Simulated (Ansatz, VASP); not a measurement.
Ga: VASP beside Ansatz

```
CELL_PARAMETERS angstrom
2.88502 0.00000 0.00000
-1.44251 2.49850 0.00000
0.00000 0.00000 17.00000
ATOMIC_POSITIONS crystal
Ga 0.00000 0.00000 0.57901
Ga 0.00000 0.00000 0.42099
```

Alike in both runs: task single point; functional PBE; k mesh 6 × 6 × 1; occupations gaussian, width 0.1 eV; no spin polarisation.

```csv
,VASP,Ansatz
version,VASP 6.6.1,Ansatz 0.2.0
potentials or method,"VASP PAW PBE potentials, release 64 (Ga_d), cutoff 520 eV","scalar-relativistic, plane waves, PAW"
valence electrons in the cell,26,26
```

Ansatz gave:

```
gap on the k mesh at the Fermi level (eV) : none
rms of the force components (eV/Å)        : 0.163
```

Question: Estimate VASP's values.

Answer: gap on the k mesh at the Fermi level (eV): none; rms of the force components (eV/Å): 0.159.

Atom by atom the forces differ by 0.003 eV/Å (rms over components). A gap of «none» marks a metal or a gap that the smearing closes. With one functional, cell and mesh, what is left measures potentials, basis and numerics. Ansatz's warnings: slab cell height set.

The k mesh is coarse, so the values compare programs but aren't converged.
